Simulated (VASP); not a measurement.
# Ta3N (P-3m1) in VASP: a series of runs

Ta3N is run at these levels: PBEsol; tasks: single point.

Everything below comes from runs of VASP 6.6.1. Logs are shortened: lines on timing, memory, paths and dates and some standing lists are left out, and cuts for length are marked.

## (1) The cell of the first run

The structure is trigonal, space group P-3m1 (No. 164). Conventional cell: a = 3.241 Å, b = 3.241 Å, c = 7.152 Å, α = 90.00°, β = 90.00°, γ = 120.00°. Ta (site symmetry -3m) has 12 Ta at 3.00 to 3.24 Å and 2 N at 3.58 Å within 3.9 Å. Ta (site symmetry 3m) has 3 N at 2.24 Å and 3 Ta at 3.00 Å within 3.0 Å. Within 3.0 Å of N (site symmetry -3m) lie 6 Ta at 2.24 Å.

## (2) Single point, PBEsol (strain +0.080 along x and y, -0.040 along z)

File INCAR:

```
  ALGO = Normal
  EDIFF = 1E-6
  ENCUT = 520
  GGA = PS
  ISIF = 2
  ISMEAR = 0
  LASPH = T
  LCHARG = T
  LELF = T
  LREAL = F
  LVHAR = T
  LWAVE = F
  NBANDS = 27
  NELM = 80
  PREC = Accurate
  SIGMA = 0.15
```

File KPOINTS:

```
k-points
0
Gamma
  18 18 8
```

File POSCAR:

```
Ta3N
1.0
    3.2405449511      0.0000000000      0.0000000000
   -1.6202724756      2.8063942498      0.0000000000
    0.0000000000      0.0000000000      7.1519281125
Ta N
3 1
Direct
    0.0000000000      0.0000000000      0.5000000000
    0.3333333333      0.6666666667      0.1725859884
    0.6666666667      0.3333333333      0.8274140116
    0.0000000000      0.0000000000      0.0000000000
```

Potentials or basis: VASP PAW PBE potentials, release 64 (Ta_pv, N).

Run with:

```console
> cat potpaw_PBE.64/Ta_pv/POTCAR potpaw_PBE.64/N/POTCAR > POTCAR
> mpirun -np 1 vasp_std > vasp.out
```

OUTCAR:

```text
EDIFF = 1E-6
   ENCUT = 520
   GGA = PS
   ISIF = 2
   ISMEAR = 0
   LASPH = T
   LREAL = F
   NELM = 80
   PREC = Accurate

 ion  position               nearest neighbor table
   1  0.000  0.000  0.500-   2 3.00   3 3.00   3 3.00   2 3.00   3 3.00   2 3.00
   2  0.333  0.667  0.173-   4 2.24   4 2.24   4 2.24   1 3.00   1 3.00   1 3.00   3 3.10   3 3.10
                             3 3.10
   3  0.667  0.333  0.827-   4 2.24   4 2.24   4 2.24   1 3.00   1 3.00   1 3.00   2 3.10   2 3.10
                             2 3.10
   4  0.000  0.000  0.000-   2 2.24   3 2.24   3 2.24   2 2.24   3 2.24   2 2.24

  LATTYP: Found a hexagonal cell.
 ALAT       =     3.2405449511
 C/A-ratio  =     2.2070140117

  Lattice vectors:

 A1 = (   3.2405449511,   0.0000000000,   0.0000000000)
 A2 = (  -1.6202724756,   2.8063942498,   0.0000000000)
 A3 = (   0.0000000000,   0.0000000000,   7.1519281125)

Analysis of symmetry for initial positions (statically):
=====================================================================
 Subroutine PRICEL returns:
 Original cell was already a primitive cell.

 Routine SETGRP: Setting up the symmetry group for a
 hexagonal supercell.

 Subroutine GETGRP returns: Found 12 space group operations
 (whereof 12 operations were pure point group operations)
 out of a pool of 24 trial point group operations.

The static configuration has the point symmetry D_3d.

Analysis of symmetry for dynamics (positions and initial velocities):
=====================================================================
 Subroutine PRICEL returns:
 Original cell was already a primitive cell.

 Routine SETGRP: Setting up the symmetry group for a
 hexagonal supercell.

 Subroutine GETGRP returns: Found 12 space group operations
 (whereof 12 operations were pure point group operations)
 out of a pool of 24 trial point group operations.

The dynamic configuration has the point symmetry D_3d.

 Subroutine INISYM returns: Found 12 space group operations
 (whereof 12 operations are pure point group operations),
 and found     1 'primitive' translations

----------------------------------------------------------------------------------------

                                     Primitive cell

  volume of cell :      65.0414

  direct lattice vectors                    reciprocal lattice vectors
     3.240544951  0.000000000  0.000000000     0.308590072  0.178164561  0.000000000
    -1.620272476  2.806394250  0.000000000     0.000000000  0.356329122  0.000000000
     0.000000000  0.000000000  7.151928113     0.000000000  0.000000000  0.139822434

  length of vectors
     3.240544951  3.240544951  7.151928113     0.356329122  0.356329122  0.139822434

  position of ions in fractional coordinates (direct lattice)
     0.000000000  0.000000000  0.500000000
     0.333333333  0.666666667  0.172585988
     0.666666667  0.333333333  0.827414012
     0.000000000  0.000000000  0.000000000

  ion indices of the primitive-cell ions
   primitive index   ion index
                 1           1
                 2           2
                 3           3
                 4           4

----------------------------------------------------------------------------------------

 KPOINTS: k-points

Automatic generation of k-mesh.
 Grid dimensions read from file:
 generate k-points for:   18   18    8

 Generating k-lattice:

  Cartesian coordinates                     Fractional coordinates (reciprocal lattice)
     0.017143893  0.009898031  0.000000000     0.055555556  0.000000000  0.000000000
     0.000000000  0.019796062  0.000000000     0.000000000  0.055555556  0.000000000
     0.000000000  0.000000000  0.017477804     0.000000000  0.000000000  0.125000000

  Length of vectors
     0.019796062  0.019796062  0.017477804

  Shift w.r.t. Gamma in fractional coordinates (k-lattice)
     0.000000000  0.000000000  0.000000000

 Subroutine IBZKPT returns following result:
 ===========================================

 Found    266 irreducible k-points:

 Following reciprocal coordinates:
            Coordinates               Weight
  0.000000  0.000000  0.000000      1.000000
  0.055556 -0.000000  0.000000      6.000000
  0.111111 -0.000000  0.000000      6.000000
  0.166667  0.000000  0.000000      6.000000
  0.222222 -0.000000  0.000000      6.000000
  0.277778  0.000000  0.000000      6.000000
[... 16 lines left out ...]
  0.333333  0.111111  0.000000     12.000000
  0.388889  0.111111  0.000000     12.000000
 [... further k-points ...]
   k-points           NKPTS =    266   k-points in BZ     NKDIM =    266   number of bands    NBANDS=     27
   number of dos      NEDOS =    301   number of ions     NIONS =      4
   total plane-waves  NPLWV =  31104
   dimension x,y,z NGX =    24 NGY =   24 NGZ =   54
   dimension x,y,z NGXF=    48 NGYF=   48 NGZF=  108
   ions per type =               3   1
   NGX,Y,Z   is equivalent  to a cutoff of  12.31, 12.31, 12.55 a.u.
   NGXF,Y,Z  is equivalent  to a cutoff of  24.62, 24.62, 25.10 a.u.
 SYSTEM =  unknown system
   PREC   = accura    normal or accurate (medium, high low for compatibility)
   ISTART =      0    job   : 0-new  1-cont  2-samecut
   ICHARG =      2    charge: 1-file 2-atom 10-const
   ISPIN  =      1    spin polarized calculation?
   LNONCOLLINEAR =      F non collinear calculations
   LSORBIT =      F    spin-orbit coupling
   LASPH  =      T    aspherical Exc in radial PAW
   ENCUT  =  520.0 eV  38.22 Ry    6.18 a.u.   6.03  6.03 13.30*2*pi/ulx,y,z
   NELM   =     80;   NELMIN=  2; NELMDL= -5     # of ELM steps
   EDIFF  = 0.1E-05   stopping-criterion for ELM
   LREAL  =      F    real-space projection
   EDIFFG = 0.1E-04   stopping-criterion for IOM
   NSW    =      0    number of steps for IOM
   IBRION =     -1    ionic relax: 0-MD 1-quasi-New 2-CG
   NFREE  =      0    steps in history (QN), initial steepest desc. (CG)
   ISIF   =      2    stress and relaxation
   ISYM   =      2    0-nonsym 1-usesym 2-fastsym
   POTIM  = 0.5000    time-step for ionic-motion
   TEBEG  =    0.0;   TEEND  =   0.0 temperature during run
   PSTRESS=    0.0 pullay stress
   NELECT =      38.0000    total number of electrons
   NUPDOWN=      -1.0000    fix difference up-down
   EMIN   =  10.00;   EMAX   =-10.00  energy-range for DOS
   EFERMI =   0.00;   METHOD = LEGACY
   ISMEAR =     0;   SIGMA  =   0.15  broadening in eV -4-tet -1-fermi 0-gaus
   EFERMI_NEDOS =   21; number of points for ismear=-14 and -15
   IALGO  =     38    algorithm
   IMIX   =      4    mixing-type and parameters
     AMIX     =   0.40;   BMIX     =  1.00
     AMIX_MAG =   1.60;   BMIX_MAG =  1.00
  volume/ion in A,a.u.               =      16.26       109.73
  Fermi-wavevector in a.u.,A,eV,Ry     =   1.368588  2.586256 25.484164  1.873033
  Thomas-Fermi vector in A             =   2.494539
   LORBIT       =      0    0 simple, 1 ext, 2 COOP (PROOUT), +10 PAW based schemes
   GGA     = PS    functional components
   LHFCALC =     F    Hartree Fock is set to
   AEXX    =    0.0000 exact exchange contribution
   IVDW    =     0    specifies the selected vdW correction
   LEPSILON=     F    determine dielectric tensor
   LRPA    =     F    only Hartree local field effects (RPA)
 non-spin polarized calculation
 Gauss-broadening in eV      SIGMA  =   0.15
  energy-cutoff  :      520.00
  volume of cell :       65.04
 maximum number of plane-waves:      1785
   NGX = 13   NGY = 13   NGZ = 27

 number of electron      38.0000007 magnetization

 Free energy of the ion-electron system (eV)
  ---------------------------------------------------
  ext. energy  EPLUGINS =         0.00000000
  ---------------------------------------------------
  free energy    TOTEN  =       -47.68312599 eV

  energy without entropy =      -47.65116505  energy(sigma->0) =      -47.66714552

 E-fermi :   5.7197     XC(G=0): -12.3775

 val. band max:        5.7181494658   @ k =   0.3333   0.2222   0.1250
 cond. band min:       5.7224156115   @ k =   0.2778   0.1667   0.2500
 fundamental gap:      0.0042661458
 Fermi energy:         5.7196615427

 k-point     1 :       0.0000    0.0000    0.0000
  band No.  band energies     occupation
      1     -29.4003      2.00000
      2     -29.1299      2.00000
      3     -29.0840      2.00000
      4     -29.0840      2.00000
      5     -29.0360      2.00000
      6     -29.0360      2.00000
[... 19 lines left out ...]
     26       7.9940      0.00000
     27       8.4491      0.00000

 k-point     2 :       0.0556   -0.0000    0.0000
  band No.  band energies     occupation
      1     -29.3989      2.00000
      2     -29.1448      2.00000
      3     -29.0888      2.00000
      4     -29.0800      2.00000
      5     -29.0441      2.00000
      6     -29.0368      2.00000
[... 19 lines left out ...]
     26       8.1158      0.00000
     27       8.7647      0.00000

 k-point     3 :       0.1111   -0.0000    0.0000
  band No.  band energies     occupation
      1     -29.3956      2.00000
      2     -29.1826      2.00000
      3     -29.1020      2.00000
      4     -29.0817      2.00000
      5     -29.0588      2.00000
      6     -29.0398      2.00000
[... 19 lines left out ...]
     26       8.4788      0.00000
     27       9.2430      0.00000

 k-point     4 :       0.1667    0.0000    0.0000
  band No.  band energies     occupation
      1     -29.3933      2.00000
      2     -29.2356      2.00000
      3     -29.1209      2.00000
      4     -29.1136      2.00000
      5     -29.0543      2.00000
      6     -29.0458      2.00000
[... 19 lines left out ...]
     26       8.9388      0.00000
     27       9.6384      0.00000
[... 516 lines left out ...]
      4     -29.1795      2.00000
      5     -29.1050      2.00000
      6     -29.0336      2.00000
[... 19 lines left out ...]
     26       9.8186      0.00000
     27      10.1015      0.00000

 k-point    23 :       0.3333    0.1111    0.0000
  band No.  band energies     occupation
      1     -29.4777      2.00000
      2     -29.4383      2.00000
      3     -29.2332      2.00000
      4     -29.1982      2.00000
      5     -29.1148      2.00000
      6     -29.0343      2.00000
[... 19 lines left out ...]
     26       9.9725      0.00000
     27      10.1968      0.00000

 k-point    24 :       0.3889    0.1111    0.0000
  band No.  band energies     occupation
      1     -29.5016      2.00000
      2     -29.4589      2.00000
      3     -29.2411      2.00000
      4     -29.2057      2.00000
      5     -29.1212      2.00000
      6     -29.0358      2.00000
[... 19 lines left out ...]
     26       9.8537      0.00000
     27      10.1044      0.00000

 [... further k-points ...]

------------------------ aborting loop because EDIFF is reached ----------------------------------------

  FORCE on cell =-STRESS in cart. coord.  units (eV):
  Direction    XX          YY          ZZ          XY          YZ          ZX
  --------------------------------------------------------------------------------------
  -------------------------------------------------------------------------------------
  Total      -10.9711098    -10.9711098     -5.7537576      0.0000000     -0.0000000     -0.0000000
  in kB     -270.2534655   -270.2534656   -141.7334219      0.0000000     -0.0000000     -0.0000000
  external PRESSURE =    -227.4134510 kB  Pullay stress =       0.0000000 kB

 VOLUME and BASIS-vectors are now :
 -----------------------------------------------------------------------------
  energy-cutoff  :      520.00
  volume of cell :       65.04
      direct lattice vectors                 reciprocal lattice vectors
     3.240544951  0.000000000  0.000000000     0.308590072  0.178164561  0.000000000
    -1.620272476  2.806394250  0.000000000     0.000000000  0.356329122  0.000000000
     0.000000000  0.000000000  7.151928113     0.000000000  0.000000000  0.139822434

 POSITION                                       TOTAL-FORCE (eV/Angst)
 -----------------------------------------------------------------------------------
      0.00000      0.00000      3.57596        -0.000000      0.000000      0.000000
     -0.00000      1.87093      1.23432         0.000000      0.000000     -1.117482
      1.62027      0.93546      5.91761        -0.000000      0.000000      1.117482
      0.00000      0.00000      0.00000        -0.000000      0.000000      0.000000
 -----------------------------------------------------------------------------------
    total drift:                                0.000000     -0.000000     -0.000000

  FREE ENERGIE OF THE ION-ELECTRON SYSTEM (eV)
  ---------------------------------------------------
  free  energy   TOTEN  =       -47.6831259884 eV

  energy  without entropy=      -47.6511650495  energy(sigma->0) =      -47.66714552
```

Run time: 2.8 min. Hardware: 1 thread of Intel Xeon 6975P-C (Granite Rapids), shared host; peak memory 0.47 GiB.

Results:

| Property | Result |
| --- | --- |
| Free energy | -47.6831 eV |
| Pressure | -22.7 GPa |
| Largest force | 1.117 eV/Å |
| Band gap on the k mesh | zero (band 19 reaches 6.12 eV, above the bottom of band 20 at 5.46 eV) |

Forces in eV/Å, atoms in the order of the input:
```
Ta   0.000  0.000  0.000
Ta   0.000  0.000 -1.117
Ta   0.000  0.000  1.117
N    0.000  0.000  0.000
```

Stress tensor (GPa, compression positive):
```
-27.03   0.00   0.00
  0.00 -27.03   0.00
  0.00   0.00 -14.17
```

Caveat: the cell differs from its parent crystal (strain +0.080 along x and y, -0.040 along z); the PAW data sets were made with another functional, which shifts forces and pressure a little; spin-orbit coupling is left out, which moves the levels of the heavy elements.

[end of part 1 of 3]
